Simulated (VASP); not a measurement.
# In (Fd-3m) in VASP: a series of runs, part 2 of 2

VASP 6.6.1.

### Step 3. Single point, LDA (volume scaled by 1.04)

File INCAR:

```
ALGO = Normal
EDIFF = 1E-6
ENCUT = 520
GGA = CA
ISIF = 2
ISMEAR = -1
LASPH = T
LCHARG = T
LELF = T
LREAL = F
LVHAR = T
LWAVE = F
NBANDS = 20
NELM = 100
PREC = Accurate
SIGMA = 0.1
```

File KPOINTS:

```
k-points
0
Gamma
  10 10 10
```

File POSCAR:

```
In
1.0
    0.0000000000      3.2743652192      3.2743652192
    3.2743652192      0.0000000000      3.2743652192
    3.2743652192      3.2743652192      0.0000000000
In
2
Direct
    0.1250000000      0.1250000000      0.1250000000
    0.8750000000      0.8750000000      0.8750000000
```

Potentials or basis: VASP PAW LDA potentials, release 64 (In_d).

Run with:

```console
$ cat potpaw_LDA.64/In_d/POTCAR > POTCAR
$ mpirun -np 1 vasp_std > vasp.out
```

OUTCAR:

```text
EDIFF = 1E-6
   ENCUT = 520
   GGA = CA
   ISIF = 2
   ISMEAR = -1
   LASPH = T
   LREAL = F
   NELM = 100
   PREC = Accurate

 ion  position               nearest neighbor table
   1  0.125  0.125  0.125-   2 2.84   2 2.84   2 2.84   2 2.84
   2  0.875  0.875  0.875-   1 2.84   1 2.84   1 2.84   1 2.84

  LATTYP: Found a face centered cubic cell.
 ALAT       =     6.5487304384

  Lattice vectors:

 A1 = (   0.0000000000,   3.2743652192,   3.2743652192)
 A2 = (   3.2743652192,   0.0000000000,   3.2743652192)
 A3 = (   3.2743652192,   3.2743652192,   0.0000000000)

Analysis of symmetry for initial positions (statically):
=====================================================================
 Subroutine PRICEL returns:
 Original cell was already a primitive cell.

 Routine SETGRP: Setting up the symmetry group for a
 face centered cubic supercell.

 Subroutine GETGRP returns: Found 48 space group operations
 (whereof 12 operations were pure point group operations)
 out of a pool of 48 trial point group operations.

The static configuration has the point symmetry D_3d.
 The point group associated with its full space group is O_h .

Analysis of symmetry for dynamics (positions and initial velocities):
=====================================================================
 Subroutine PRICEL returns:
 Original cell was already a primitive cell.

 Routine SETGRP: Setting up the symmetry group for a
 face centered cubic supercell.

 Subroutine GETGRP returns: Found 48 space group operations
 (whereof 12 operations were pure point group operations)
 out of a pool of 48 trial point group operations.

The dynamic configuration has the point symmetry D_3d.
 The point group associated with its full space group is O_h .

 Subroutine INISYM returns: Found 48 space group operations
 (whereof 12 operations are pure point group operations),
[... 108 lines left out ...]
   NUPDOWN=      -1.0000    fix difference up-down
   EMIN   =  10.00;   EMAX   =-10.00  energy-range for DOS
   EFERMI =   0.00;   METHOD = LEGACY
   ISMEAR =    -1;   SIGMA  =   0.10  broadening in eV -4-tet -1-fermi 0-gaus
   EFERMI_NEDOS =   21; number of points for ismear=-14 and -15
   IALGO  =     38    algorithm
   IMIX   =      4    mixing-type and parameters
     AMIX     =   0.40;   BMIX     =  1.00
     AMIX_MAG =   1.60;   BMIX_MAG =  1.00
  volume/ion in A,a.u.               =      35.11       236.91
  Fermi-wavevector in a.u.,A,eV,Ry     =   1.175607  2.221575 18.803957  1.382052
  Thomas-Fermi vector in A             =   2.311985
   LORBIT       =      0    0 simple, 1 ext, 2 COOP (PROOUT), +10 PAW based schemes
   GGA     = CA    functional components
   LHFCALC =     F    Hartree Fock is set to
   AEXX    =    0.0000 exact exchange contribution
   IVDW    =     0    specifies the selected vdW correction
   LEPSILON=     F    determine dielectric tensor
   LRPA    =     F    only Hartree local field effects (RPA)
 non-spin polarized calculation
  energy-cutoff  :      520.00
  volume of cell :       70.21
 maximum number of plane-waves:      1917
   NGX = 17   NGY = 17   NGZ = 17

 number of electron      25.9999996 magnetization

 Free energy of the ion-electron system (eV)
  ---------------------------------------------------
  ext. energy  EPLUGINS =         0.00000000
  ---------------------------------------------------
  free energy    TOTEN  =        -5.69749317 eV

  energy without entropy =       -5.64955889  energy(sigma->0) =       -5.67352603

 E-fermi :   3.9127     XC(G=0):  -8.9222

 val. band max:        3.8728966522   @ k =  -0.4000   0.3000   0.1000
 cond. band min:       3.9242108565   @ k =   0.5000   0.3000   0.1000
 fundamental gap:      0.0513142043
 Fermi energy:         3.9127096157

 k-point     1 :       0.0000    0.0000    0.0000
  band No.  band energies     occupation
      1     -10.6850      2.00000
      2     -10.6850      2.00000
      3     -10.6850      2.00000
      4     -10.6113      2.00000
      5     -10.6113      2.00000
      6     -10.1384      2.00000
[... 541 lines left out ...]
     19      14.0047      0.00000
     20      14.7211      0.00000

 [... further k-points ...]

------------------------ aborting loop because EDIFF is reached ----------------------------------------

  FORCE on cell =-STRESS in cart. coord.  units (eV):
  Direction    XX          YY          ZZ          XY          YZ          ZX
  --------------------------------------------------------------------------------------
  -------------------------------------------------------------------------------------
  Total       -0.4627106     -0.4627106     -0.4627106      0.0000000      0.0000000      0.0000000
  in kB      -10.5586567    -10.5586567    -10.5586567      0.0000000      0.0000000      0.0000000
  external PRESSURE =     -10.5586567 kB  Pullay stress =       0.0000000 kB

 VOLUME and BASIS-vectors are now :
 -----------------------------------------------------------------------------
  energy-cutoff  :      520.00
  volume of cell :       70.21
      direct lattice vectors                 reciprocal lattice vectors
     0.000000000  3.274365219  3.274365219    -0.152701353  0.152701353  0.152701353
     3.274365219  0.000000000  3.274365219     0.152701353 -0.152701353  0.152701353
     3.274365219  3.274365219  0.000000000     0.152701353  0.152701353 -0.152701353

 POSITION                                       TOTAL-FORCE (eV/Angst)
 -----------------------------------------------------------------------------------
      0.81859      0.81859      0.81859        -0.000000      0.000000     -0.000000
      5.73014      5.73014      5.73014         0.000000     -0.000000      0.000000
 -----------------------------------------------------------------------------------
    total drift:                                0.000000      0.000000      0.000000

  FREE ENERGIE OF THE ION-ELECTRON SYSTEM (eV)
  ---------------------------------------------------
  free  energy   TOTEN  =        -5.6974931672 eV

  energy  without entropy=       -5.6495588891  energy(sigma->0) =       -5.67352603
```

OSZICAR:

```text
N       E                     dE             d eps       ncg     rms          rms(c)
DAV:   1     0.209648240681E+03    0.20965E+03   -0.13078E+04  1884   0.164E+03
DAV:   2     0.107041039569E+02   -0.19894E+03   -0.19589E+03  1888   0.362E+02
DAV:   3    -0.520344455189E+01   -0.15908E+02   -0.15828E+02  2160   0.120E+02
DAV:   4    -0.572734842107E+01   -0.52390E+00   -0.52367E+00  2184   0.251E+01
DAV:   5    -0.575884410498E+01   -0.31496E-01   -0.31494E-01  2888   0.517E+00    0.401E+00
DAV:   6    -0.571045818088E+01    0.48386E-01   -0.85240E-02  2612   0.466E+00    0.172E+00
DAV:   7    -0.569872814467E+01    0.11730E-01   -0.21084E-02  2584   0.209E+00    0.402E-01
DAV:   8    -0.569747394448E+01    0.12542E-02   -0.18222E-03  2536   0.462E-01    0.485E-02
DAV:   9    -0.569748801744E+01   -0.14073E-04   -0.39621E-05  2512   0.502E-02    0.281E-02
DAV:  10    -0.569749315657E+01   -0.51391E-05   -0.45227E-06  1824   0.228E-02    0.563E-03
DAV:  11    -0.569749316724E+01   -0.10672E-07   -0.30471E-07  1308   0.591E-03
   1 F= -.56974932E+01 E0= -.56735260E+01  d E =-.479343E-01
```

stdout:

```text
POSCAR found type information on POSCAR In
 POSCAR found :  1 types and       2 ions
 scaLAPACK will be used
 LDA part: xc-table for (Slater(with rela. corr.)+CA(PZ))
 , standard interpolation
 POSCAR, INCAR and KPOINTS ok, starting setup
 FFT: planning ... GRIDC
 FFT: planning ... GRID_SOFT
 FFT: planning ... GRID
 WAVECAR not read
 entering main loop
```

It took 21 s on 1 thread of Intel Xeon 6975P-C (Granite Rapids), shared host; peak memory 0.19 GiB.

Results:

```
Free energy            : -5.6975 eV
Pressure               : -1.1 GPa
Band gap on the k mesh : zero (band 13 reaches 6.38 eV, above the bottom of band 14 at 2.78 eV)
```

Levels at points of the mesh, in eV from the Fermi level:
```tsv
k point	band 9	band 10	band 11	band 12	band 13	band 14	band 15	band 16	band 17	band 18
(0.00, 0.00, 0.00)	-13.99	-13.99	-8.21	2.47	2.47	2.47	2.51	4.14	4.14	4.14
(0.50, 0.00, 0.00)	-13.95	-13.95	-6.39	-4.04	1.09	1.09	2.38	5.08	5.08	6.59
(0.50, 0.50, 0.00)	-13.91	-13.91	-4.93	-4.93	-0.46	-0.46	2.54	2.54	10.01	10.01
```

Caveat: spin-orbit coupling is left out, which moves the levels of the heavy elements.

### Step 4. Single point, LDA (volume scaled by 1.08)

File INCAR:

```
SYSTEM = In
ALGO = Normal
EDIFF = 1E-6
ENCUT = 520
GGA = CA
ISIF = 2
ISMEAR = -1
LASPH = .True.
LCHARG = .False.
LREAL = .False.
LWAVE = .False.
NBANDS = 20
NELM = 60
PREC = Accurate
SIGMA = 0.1
```

File KPOINTS:

```
k-points
0
Gamma
  10 10 10
  0 0 0
```

File POSCAR:

```
In
1.0
    0.0000000000      3.3158172807      3.3158172807
    3.3158172807      0.0000000000      3.3158172807
    3.3158172807      3.3158172807      0.0000000000
In
2
Direct
    0.1250000000      0.1250000000      0.1250000000
    0.8750000000      0.8750000000      0.8750000000
```

Run with:

```console
$ cat potpaw_LDA.64/In_d/POTCAR > POTCAR
$ mpirun -np 1 vasp_std > vasp.out
```

Run time: 22 s. Hardware: 1 thread of Intel Xeon 6975P-C (Granite Rapids), shared host; peak memory 0.19 GiB.

It converged, with:

```yaml
Free_energy: -5.6727 eV
Pressure: -1.9 GPa
Band_gap_on_the_k_mesh: zero (band 13 reaches 5.98 eV, above the bottom of band 14 at 2.55 eV)
```

Levels at points of the mesh, in eV from the Fermi level:
| k point | band 10 | band 11 | band 12 | band 13 | band 14 | band 15 | band 16 | band 17 |
| --- | --- | --- | --- | --- | --- | --- | --- | --- |
| (0.00, 0.00, 0.00) | -14.01 | -8.05 | 2.18 | 2.36 | 2.36 | 2.36 | 4.03 | 4.03 |
| (0.50, 0.00, 0.00) | -13.96 | -6.31 | -3.97 | 1.04 | 1.04 | 2.19 | 4.97 | 4.97 |
| (0.50, 0.50, 0.00) | -13.93 | -4.89 | -4.89 | -0.43 | -0.43 | 2.49 | 2.49 | 9.68 |

Caveat: spin-orbit coupling is left out, which moves the levels of the heavy elements.

### Step 5. The runs side by side

```csv
cell,gap on the mesh (eV),pressure (GPa)
"a = 4.571 Å, angles 60.0°, 2 atoms",none,0.1
"a = 4.631 Å, angles 60.0°, 2 atoms",none,-1.1
"a = 4.689 Å, angles 60.0°, 2 atoms",none,-1.9
```

Alike in all rows: task single point; level LDA; potentials or basis VASP PAW LDA potentials, release 64 (In_d); no spin polarisation; k mesh 10 × 10 × 10; cutoff (eV) 520; smearing fermi-dirac 0.1 eV.

Caveats: spin-orbit coupling is left out, which moves the levels of the heavy elements.

Absolute energies hang on the potentials; compare differences alone.
